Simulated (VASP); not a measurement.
Input of a VASP 6.6.1 run:

Contents of INCAR:

```
ALGO = Normal
EDIFF = 1E-6
ENCUT = 1230
GGA = PE
GGA_COMPAT = F
ISIF = 2
ISMEAR = 0
LASPH = T
LCHARG = T
LELF = T
LREAL = F
LVHAR = T
LWAVE = F
NBANDS = 44
NELM = 120
PREC = Accurate
SIGMA = 0.1
```

File KPOINTS:

```
k-points
0
Gamma
  6 6 4
```

Contents of POSCAR:

```
BIr3Pd
1.0
    3.0126510411      0.0000000000      0.0000000000
    0.0000000000      3.0126510411      0.0000000000
    0.0000000000      0.0000000000      7.4358911035
B Pd Ir
1 1 3
Direct
    0.5000000000      0.5000000000      0.0000000000
    0.0000000000      0.0000000000      0.0000000000
    0.5000000000      0.5000000000      0.2733019620
    0.5000000000      0.5000000000      0.7266980380
    0.0000000000      0.0000000000      0.5000000000
```

Potentials or basis: VASP PAW PBE potentials, release 64 (B_h, Pd_sv_GW, Ir_sv_GW).

Run with:

```bash
$ cat potpaw_PBE.64/B_h/POTCAR potpaw_PBE.64/Pd_sv_GW/POTCAR potpaw_PBE.64/Ir_sv_GW/POTCAR > POTCAR
$ mpirun -np 1 vasp_std > vasp.out
```

(1) What does it give for the pressure?

(2) Estimate the largest force.

(3) What does it give for the band gap on the k mesh?

Results:

(1) 0.1 GPa.

(2) 0.015 eV/Å.

(3) zero (bands 36 and 37 overlap by 1.10 eV).

Caveat: spin-orbit coupling is left out, which moves the levels of the heavy elements.
